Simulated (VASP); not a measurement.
Wanted: the native input for a VASP 6.6.1 run.

| Property | Result |
| --- | --- |
| Task | single point |
| Functional | LDA |
| Potentials or basis | VASP PAW LDA potentials, release 64 (Mg, S) |
| Cutoff | 520 eV |
| k mesh | 12 × 12 × 12 |
| Occupations | fermi-dirac, width 0.05 eV |
| Spin | no spin polarisation |
| Dipole correction | no |
| Further INCAR settings | ALGO = Normal; EDIFF = 1e-06; NBANDS = 11 |

The structure of MgS lies in POSCAR:

```
MgS
1.0
    0.0000000000      2.5641824518      2.5641824518
    2.5641824518      0.0000000000      2.5641824518
    2.5641824518      2.5641824518      0.0000000000
Mg S
1 1
Direct
    0.0000000000      0.0000000000      0.0000000000
    0.5000000000      0.5000000000      0.5000000000
```

These files were run (other wordings do the same):

INCAR

```
SYSTEM = MgS
PREC     = Accurate       ! precision mode
ENCUT    = 520            ! plane-wave cutoff, eV
EDIFF    = 1E-6           ! SCF threshold, eV
ISMEAR   = -1             ! smearing method
SIGMA    = 0.05           ! smearing width, eV
LREAL    = .False.        ! projectors in reciprocal space
LASPH    = .True.         ! aspherical terms in the spheres
NELM     = 60             ! most SCF steps
ALGO     = Normal         ! electronic algorithm
ISIF     = 2              ! what is computed and relaxed
LWAVE    = .False.        ! write WAVECAR
LCHARG   = .False.        ! write CHGCAR
NBANDS   = 11             ! bands
```

KPOINTS

```
regular mesh
0
Gamma
  12 12 12
  0 0 0
```

Potentials or basis: VASP PAW LDA potentials, release 64 (Mg, S).

Launch:

```bash
$ cat potpaw_LDA.64/Mg/POTCAR potpaw_LDA.64/S/POTCAR > POTCAR
$ mpirun -np 1 vasp_std > vasp.out
```

It gave:

```
Pressure               : -0.6 GPa
Band gap on the k mesh : 2.65 eV, indirect (least direct gap 3.84 eV)
```

Wall time 26 s on 1 thread of AMD EPYC 7R43 64-Core Processor (Zen 3), with other jobs on the host, peak memory 0.12 GiB.
